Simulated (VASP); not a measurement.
# BiTe (P-6m2) in VASP: notebook, part 2 of 2

VASP 6.6.1. The steps go on from the part before.

### Step 3. Single point, PBEsol

INCAR

```
SYSTEM = BiTe
PREC     = Accurate       ! precision mode
ENCUT    = 500            ! plane-wave cutoff, eV
EDIFF    = 1E-6           ! SCF threshold, eV
ISMEAR   = 0              ! smearing method
SIGMA    = 0.05           ! smearing width, eV
LREAL    = .FALSE.        ! projectors in reciprocal space
LASPH    = .TRUE.         ! aspherical terms in the spheres
NELM     = 120            ! most SCF steps
ALGO     = Normal         ! electronic algorithm
ISIF     = 2              ! what is computed and relaxed
LWAVE    = .FALSE.        ! write WAVECAR
LCHARG   = .FALSE.        ! write CHGCAR
GGA      = PS             ! functional
NBANDS   = 18             ! bands
GGA_COMPAT= .FALSE.
```

KPOINTS

```
Automatic mesh
0
G
  10 10 8
  0 0 0
```

POSCAR

```
BiTe
1.0
    4.1497576262      0.0000000000      0.0000000000
   -2.0748788131      3.5937955239      0.0000000000
    0.0000000000      0.0000000000      4.4405072890
Bi Te
1 1
Direct
    0.0000000000      0.0000000000      0.0000000000
    0.6666666667      0.3333333333      0.5000000000
```

Potentials or basis: VASP PAW PBE potentials, release 64 (Bi_d, Te).

Launch:

```bash
> cat potpaw_PBE.64/Bi_d/POTCAR potpaw_PBE.64/Te/POTCAR > POTCAR
> mpirun -np 1 vasp_std > vasp.out
```

Run time: 53 s. Hardware: 1 thread of Intel Xeon Platinum 8488C (Sapphire Rapids), shared host; peak memory 0.22 GiB.

It converged, with:

```yaml
Free_energy: -7.8345 eV
Pressure: -2.6 GPa
```

Stress tensor (GPa, compression positive):
```
-2.45  0.00  0.00
 0.00 -2.45  0.00
 0.00  0.00 -2.82
```

Levels at points of the mesh, in eV from the Fermi level:
| k point | band 6 | band 7 | band 8 | band 9 | band 10 | band 11 | band 12 | band 13 | band 14 | band 15 |
| --- | --- | --- | --- | --- | --- | --- | --- | --- | --- | --- |
| (0.00, 0.00, 0.00) | -13.50 | -8.55 | -3.94 | -1.45 | -1.45 | 1.72 | 1.72 | 3.24 | 4.25 | 5.29 |
| (0.50, 0.00, 0.00) | -11.87 | -10.42 | -3.34 | -2.89 | -2.12 | -0.32 | 0.28 | 3.04 | 3.19 | 7.49 |
| (0.00, 0.00, 0.50) | -11.78 | -11.75 | -0.81 | -0.60 | -0.60 | 0.24 | 1.07 | 1.07 | 6.53 | 6.53 |
| (0.50, 0.00, 0.50) | -10.87 | -10.73 | -5.05 | -5.04 | -1.39 | -0.21 | 1.32 | 1.58 | 7.62 | 7.72 |

Caveat: the PAW data sets were made with another functional, which shifts forces and pressure a little; spin-orbit coupling is left out, which moves the levels of the heavy elements.

### Step 4. Single point, LDA

INCAR

```
PREC = Accurate
ENCUT = 500
EDIFF = 1E-6
ISMEAR = 0
SIGMA = 0.05
LREAL = F
LASPH = T
NELM = 120
ALGO = Normal
ISIF = 2
LWAVE = F
LCHARG = F
GGA = CA
NBANDS = 18
GGA_COMPAT = F
```

KPOINTS

```
regular mesh
0
Gamma
  10 10 8
```

POSCAR is that of step 3.

Potentials or basis: VASP PAW LDA potentials, release 64 (Bi_d, Te).

Launch:

```bash
> cat potpaw_LDA.64/Bi_d/POTCAR potpaw_LDA.64/Te/POTCAR > POTCAR
> mpirun -np 1 vasp_std > vasp.out
```

OUTCAR:

```text
PREC = Accurate
   ENCUT = 500
   EDIFF = 1E-6
   ISMEAR = 0
   LREAL = F
   LASPH = T
   NELM = 120
   ISIF = 2
   GGA = CA

 ion  position               nearest neighbor table
   1  0.000  0.000  0.000-   2 3.27   2 3.27   2 3.27   2 3.27   2 3.27   2 3.27
   2  0.667  0.333  0.500-   1 3.27   1 3.27   1 3.27   1 3.27   1 3.27   1 3.27

  LATTYP: Found a hexagonal cell.
 ALAT       =     4.1497576262
 C/A-ratio  =     1.0700642517

  Lattice vectors:

 A1 = (   4.1497576262,   0.0000000000,   0.0000000000)
 A2 = (  -2.0748788131,   3.5937955239,   0.0000000000)
 A3 = (   0.0000000000,   0.0000000000,   4.4405072890)

Analysis of symmetry for initial positions (statically):
=====================================================================
 Subroutine PRICEL returns:
 Original cell was already a primitive cell.

 Routine SETGRP: Setting up the symmetry group for a
 hexagonal supercell.

 Subroutine GETGRP returns: Found 12 space group operations
 (whereof 12 operations were pure point group operations)
 out of a pool of 24 trial point group operations.

[... 153 lines left out ...]

 Free energy of the ion-electron system (eV)
  ---------------------------------------------------
  ext. energy  EPLUGINS =         0.00000000
  ---------------------------------------------------
  free energy    TOTEN  =        -8.33245280 eV

  energy without entropy =       -8.33129369  energy(sigma->0) =       -8.33187324

 E-fermi :   6.5973     XC(G=0):  -9.8120

 val. band max:        6.5558886473   @ k =   0.3000   0.1000   0.3750
 cond. band min:       6.6133541469   @ k =   0.4000   0.2000   0.0000
 fundamental gap:      0.0574654995
 Fermi energy:         6.5972921968

 k-point     1 :       0.0000    0.0000    0.0000
  band No.  band energies     occupation
      1     -16.5981      2.00000
      2     -16.5726      2.00000
      3     -16.5726      2.00000
      4     -16.5638      2.00000
      5     -16.5638      2.00000
      6      -6.8981      2.00000
[... 481 lines left out ...]
      5     -16.5406      2.00000
      6      -5.2111      2.00000
[... 10 lines left out ...]
     17      15.4522      0.00000
     18      17.1101      0.00000

 [... further k-points ...]
[... 5 lines left out ...]
  --------------------------------------------------------------------------------------
  -------------------------------------------------------------------------------------
  Total       -1.3833332     -1.3833332     -1.7049858      0.0000000     -0.0000000      0.0000000
  in kB      -33.4679176    -33.4679176    -41.2498781      0.0000000     -0.0000000      0.0000000
  external PRESSURE =     -36.0619044 kB  Pullay stress =       0.0000000 kB

 VOLUME and BASIS-vectors are now :
 -----------------------------------------------------------------------------
  energy-cutoff  :      500.00
  volume of cell :       66.22
      direct lattice vectors                 reciprocal lattice vectors
     4.149757626  0.000000000  0.000000000     0.240977929  0.139128672  0.000000000
    -2.074878813  3.593795524  0.000000000     0.000000000  0.278257345  0.000000000
     0.000000000  0.000000000  4.440507289     0.000000000  0.000000000  0.225199495

 POSITION                                       TOTAL-FORCE (eV/Angst)
 -----------------------------------------------------------------------------------
      0.00000      0.00000      0.00000        -0.000000     -0.000000      0.000000
      2.07488      1.19793      2.22025         0.000000      0.000000      0.000000
 -----------------------------------------------------------------------------------
    total drift:                               -0.000000      0.000000      0.000000

  FREE ENERGIE OF THE ION-ELECTRON SYSTEM (eV)
  ---------------------------------------------------
  free  energy   TOTEN  =        -8.3324527952 eV

  energy  without entropy=       -8.3312936860  energy(sigma->0) =       -8.33187324
```

Run time: 42 s. Hardware: 1 thread of Intel Xeon Platinum 8488C (Sapphire Rapids), shared host; peak memory 0.21 GiB.

What came out:

```yaml
Free_energy: -8.3325 eV
Pressure: -3.6 GPa
```

Caveat: spin-orbit coupling is left out, which moves the levels of the heavy elements.

### Step 5. Single point, PBE (volume scaled by 1.020)

INCAR

```
PREC = Accurate
ENCUT = 500
EDIFF = 1E-6
ISMEAR = 0
SIGMA = 0.05
LREAL = False
LASPH = True
NELM = 120
ALGO = Normal
ISIF = 2
LWAVE = False
LCHARG = True
GGA = PE
LELF = True
LVHAR = True
NBANDS = 18
GGA_COMPAT = False
```

KPOINTS is that of step 4.

POSCAR

```
BiTe
1.0
    4.1874489562      0.0000000000      0.0000000000
   -2.0937244781      3.6264371731      0.0000000000
    0.0000000000      0.0000000000      4.4481474001
Bi Te
1 1
Direct
    0.0000000000      0.0000000000      0.0000000000
    0.6666666667      0.3333333333      0.5000000000
```

Potentials or basis: VASP PAW PBE potentials, release 64 (Bi_d, Te).

Launch:

```bash
> cat potpaw_PBE.64/Bi_d/POTCAR potpaw_PBE.64/Te/POTCAR > POTCAR
> mpirun -np 1 vasp_std > vasp.out
```

Run time: 40 s. Hardware: 1 thread of Intel Xeon Platinum 8488C (Sapphire Rapids), shared host; peak memory 0.23 GiB.

The run converged. Its results:

| Property | Result |
| --- | --- |
| Free energy | -7.0170 eV |
| Pressure | -0.9 GPa |

Levels at points of the mesh, in eV from the Fermi level:
```csv
k point,band 6,band 7,band 8,band 9,band 10,band 11,band 12,band 13,band 14,band 15
"(0.00, 0.00, 0.00)",-13.39,-8.59,-3.83,-1.51,-1.51,1.64,1.64,3.29,4.12,5.31
"(0.50, 0.00, 0.00)",-11.82,-10.40,-3.29,-2.89,-2.08,-0.28,0.29,2.94,3.26,7.53
"(0.00, 0.00, 0.50)",-11.70,-11.67,-0.89,-0.67,-0.67,0.18,0.99,0.99,6.50,6.50
"(0.50, 0.00, 0.50)",-10.85,-10.72,-4.95,-4.94,-1.43,-0.23,1.30,1.59,7.57,7.70
```

Caveat: spin-orbit coupling is left out, which moves the levels of the heavy elements.

### Step 6. Single point, PBE (volume scaled by 1.040)

INCAR

```
SYSTEM = BiTe
ALGO = Normal ; EDIFF = 1E-6
ENCUT = 500 ; GGA = PE
GGA_COMPAT = .FALSE. ; ISIF = 2
ISMEAR = 0 ; LASPH = .TRUE.
LCHARG = .TRUE. ; LELF = .TRUE.
LREAL = .FALSE. ; LVHAR = .TRUE.
LWAVE = .FALSE. ; NBANDS = 18
NELM = 120 ; PREC = Accurate
SIGMA = 0.05
```

KPOINTS

```
k-points
0
G
  10 10 8
  0 0 0
```

POSCAR

```
BiTe
1.0
    4.2250008230      0.0000000000      0.0000000000
   -2.1125004115      3.6589580437      0.0000000000
    0.0000000000      0.0000000000      4.4551034627
Bi Te
1 1
Direct
    0.0000000000      0.0000000000      0.0000000000
    0.6666666667      0.3333333333      0.5000000000
```

Potentials or basis: VASP PAW PBE potentials, release 64 (Bi_d, Te).

Launch:

```bash
> cat potpaw_PBE.64/Bi_d/POTCAR potpaw_PBE.64/Te/POTCAR > POTCAR
> mpirun -np 1 vasp_std > vasp.out
```

Wall time 40 s (1 thread of Intel Xeon Platinum 8488C (Sapphire Rapids), shared host); peak memory 0.23 GiB.

Results (log left out):

```
Free energy : -7.0071 eV
Pressure    : -1.6 GPa
```

Levels at points of the mesh, in eV from the Fermi level:
```tsv
k point	band 8	band 9	band 10	band 11	band 12	band 13
(0.00, 0.00, 0.00)	-3.72	-1.54	-1.54	1.58	1.58	3.30
(0.50, 0.00, 0.00)	-3.24	-2.88	-2.02	-0.24	0.31	2.87
(0.00, 0.00, 0.50)	-0.97	-0.70	-0.70	0.09	0.93	0.93
(0.50, 0.00, 0.50)	-4.86	-4.85	-1.43	-0.24	1.28	1.56
```

Caveat: spin-orbit coupling is left out, which moves the levels of the heavy elements.

### Step 7. The runs side by side

```csv
level,potentials or basis,cell,smearing,gap on the mesh (eV),pressure (GPa)
PBE,"VASP PAW PBE potentials, release 64 (Bi_d, Te)","a = 4.150, b = 4.150, c = 4.441 Å, angles 90.0, 90.0, 120.0°, 2 atoms",tetrahedron,none,0.2
PBEsol,"VASP PAW PBE potentials, release 64 (Bi_d, Te)","a = 4.150, b = 4.150, c = 4.441 Å, angles 90.0, 90.0, 120.0°, 2 atoms",gaussian 0.05 eV,none,-2.6
LDA,"VASP PAW LDA potentials, release 64 (Bi_d, Te)","a = 4.150, b = 4.150, c = 4.441 Å, angles 90.0, 90.0, 120.0°, 2 atoms",gaussian 0.05 eV,none,-3.6
PBE,"VASP PAW PBE potentials, release 64 (Bi_d, Te)","a = 4.187, b = 4.187, c = 4.448 Å, angles 90.0, 90.0, 120.0°, 2 atoms",gaussian 0.05 eV,none,-0.9
PBE,"VASP PAW PBE potentials, release 64 (Bi_d, Te)","a = 4.225, b = 4.225, c = 4.455 Å, angles 90.0, 90.0, 120.0°, 2 atoms",gaussian 0.05 eV,none,-1.6
```

Alike in all rows: task single point; no spin polarisation; k mesh 10 × 10 × 8; cutoff (eV) 500.

Caveats: spin-orbit coupling is left out, which moves the levels of the heavy elements; the PAW data sets were made with another functional, which shifts forces and pressure a little (some runs).

Total energies depend on the potentials used, so only differences within one code and one set of settings carry meaning.
